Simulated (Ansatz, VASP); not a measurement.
## EuO in VASP and in Ansatz

Contents of INCAR:

```
SYSTEM = EuO
  PREC = Accurate
  ENCUT = 600
  EDIFF = 1E-6
  ISMEAR = 0
  SIGMA = 0.05
  LREAL = .False.
  LASPH = .True.
  NELM = 200
  ALGO = Normal
  ISIF = 2
  LWAVE = .False.
  LCHARG = .True.
  ISPIN = 2
  MAGMOM = 7.06 0
  LORBIT = 11
  LMAXMIX = 6
  GGA = PE
  LELF = .True.
  LVHAR = .True.
  NBANDS = 22
  GGA_COMPAT = .False.
```

Contents of KPOINTS:

```
Automatic mesh
0
Gamma
  12 12 12
  0 0 0
```

The input POSCAR:

```
EuO
1.0
    0.0000000000      2.3489185287      2.3489185287
    2.3489185287      0.0000000000      2.3489185287
    2.3489185287      2.3489185287      0.0000000000
Eu O
1 1
Direct
    0.0000000000      0.0000000000      0.0000000000
    0.5000000000      0.5000000000      0.5000000000
```

Input for Ansatz:

```yaml
crystal:
  lattice:
    - [0.0, 2.3489185287, 2.3489185287]
    - [2.3489185287, 0.0, 2.3489185287]
    - [2.3489185287, 2.3489185287, 0.0]
  atoms:
    - { symbol: Eu, position: [0.0, 0.0, 0.0], spin: 7.06 }
    - { symbol: O, position: [0.5, 0.5, 0.5] }
basis:
  ecutwfc: 420
  ecutrho_ratio: 4
kpoints:
  mp_grid: { grid: [12, 12, 12] }
hamiltonian:
  xc: pbe
scf:
  occupations: { method: gaussian, width: 0.05 }
output:
  forces: true
  stress: true
  eigenvalues: true
  populations: true
magnetization:
  spin_polarized: true
```

Alike in both runs: task single point; functional PBE; k mesh 12 × 12 × 12; occupations gaussian, width 0.05 eV; collinear spin.

|  | VASP | Ansatz |
| --- | --- | --- |
| version | VASP 6.6.1 | Ansatz 0.2.0 |
| potentials or method | VASP PAW PBE potentials, release 64 (Eu, O), cutoff 600 eV | scalar-relativistic, plane waves, PAW |
| valence electrons in the cell | 23 | 23 |

|  | VASP | Ansatz | Ansatz less VASP |
| --- | --- | --- | --- |
| gap on the k mesh at the Fermi level (eV) | none | none | - |
| net moment per atom (μB) | 3.38 | 3.38 | +0.004 |
| size of the moment on the site where the two differ most (μB) | 6.47 | 6.35 | -0.111 |

Site moments also hang on the region over which each program counts them. A gap of «none» marks a metal or a gap that the smearing closes. Ansatz's warnings: given moment on shells.

Spin-orbit coupling is off throughout.
